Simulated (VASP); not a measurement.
Wanted: the native input for a VASP 6.6.1 run.

| Property | Result |
| --- | --- |
| Task | single point |
| Functional | PBE |
| Potentials or basis | VASP PAW PBE potentials, release 64 (Al, N) |
| Cutoff | 520 eV |
| k mesh | 8 × 6 × 4 |
| Occupations | gaussian, width 0.05 eV |
| Spin | no spin polarisation |
| Dipole correction | no |
| Further INCAR settings | ALGO = Normal; EDIFF = 1e-06; NBANDS = 26 |

The structure of AlN lies in POSCAR:

```
AlN
1.0
   -3.3134793387      0.0000000000      0.0000000000
    0.0000000000      0.0000000000     -4.1875902400
    0.0000000000     -5.7391145645      0.0000000000
Al N
4 4
Direct
    0.5000000000      0.2269417053      0.1666666667
    0.0000000000      0.2269417053      0.6666666667
    0.0000000000      0.7269417053      0.3333333333
    0.5000000000      0.7269417053      0.8333333333
    0.5000000000      0.7944169533      0.1666666667
    0.0000000000      0.7944169533      0.6666666667
    0.0000000000      0.2944169533      0.3333333333
    0.5000000000      0.2944169533      0.8333333333
```

This cell differs from its parent crystal: atoms displaced along a vibrational mode.

These files were run (other wordings do the same):

INCAR

```
PREC     = Accurate       # precision mode
ENCUT    = 520            # plane-wave cutoff, eV
EDIFF    = 1E-6           # SCF threshold, eV
ISMEAR   = 0              # smearing method
SIGMA    = 0.05           # smearing width, eV
LREAL    = False          # projectors in reciprocal space
LASPH    = True           # aspherical terms in the spheres
NELM     = 60             # most SCF steps
ALGO     = Normal         # electronic algorithm
ISIF     = 2              # what is computed and relaxed
LWAVE    = False          # write WAVECAR
LCHARG   = False          # write CHGCAR
GGA      = PE             # functional
NBANDS   = 26             # bands
```

KPOINTS

```
Automatic mesh
0
Gamma
  8 6 4
```

Potentials or basis: VASP PAW PBE potentials, release 64 (Al, N).

Command:

```sh
$ cat potpaw_PBE.64/Al/POTCAR potpaw_PBE.64/N/POTCAR > POTCAR
$ mpirun -np 1 vasp_std > vasp.out
```

It gave:

```yaml
Pressure: 7.5 GPa
Largest_force: 1.562 eV/Å
Band_gap_on_the_k_mesh: 3.59 eV
```

Caveat: the cell differs from its parent crystal (atoms displaced along a vibrational mode); the cell stands under pressure; forces of over 1 eV/Å act on the atoms, so gaps and moduli don't describe the material at rest.

It took 82 s on 1 thread of AMD EPYC 7R13 Processor (Zen 3), with other jobs on the host, peak memory 0.21 GiB.
